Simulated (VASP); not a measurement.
Input of a VASP 6.6.1 run:

File INCAR:

```
SYSTEM = Ga
  PREC = Accurate
  ENCUT = 520
  EDIFF = 1E-7
  ISMEAR = -1
  SIGMA = 0.08
  LREAL = .False.
  LASPH = .True.
  NELM = 100
  ALGO = Normal
  ISIF = 2
  LWAVE = .False.
  LCHARG = .False.
  GGA = PE
  NBANDS = 20
```

KPOINTS

```
regular mesh
0
Gamma
  12 12 10
  0 0 0
```

The input POSCAR:

```
Ga
1.0
    1.4790000000     -4.1463000000      0.0000000000
    1.4790000000      4.1463000000      0.0000000000
    0.0000000000      0.0000000000      3.1700000000
Ga
2
Direct
    0.8670000000      0.1330000000      0.2500000000
    0.1330000000      0.8670000000      0.7500000000
```

Potentials or basis: VASP PAW PBE potentials, release 64 (Ga_d).

The run is started by

```sh
$ cat potpaw_PBE.64/Ga_d/POTCAR > POTCAR
$ mpirun -np 1 vasp_std > vasp.out
```

**Question.** Predict the pressure.

**Answer.** -0.1 GPa.

**Question.** Predict the largest force.

**Answer.** 0.182 eV/Å.

Stress tensor (GPa, compression positive):
```
-2.41  0.00  0.00
 0.00  1.05  0.00
 0.00  0.00  0.92
```

Caveat: the cell differs from its parent crystal (equal xx and yy strain of +2 %).
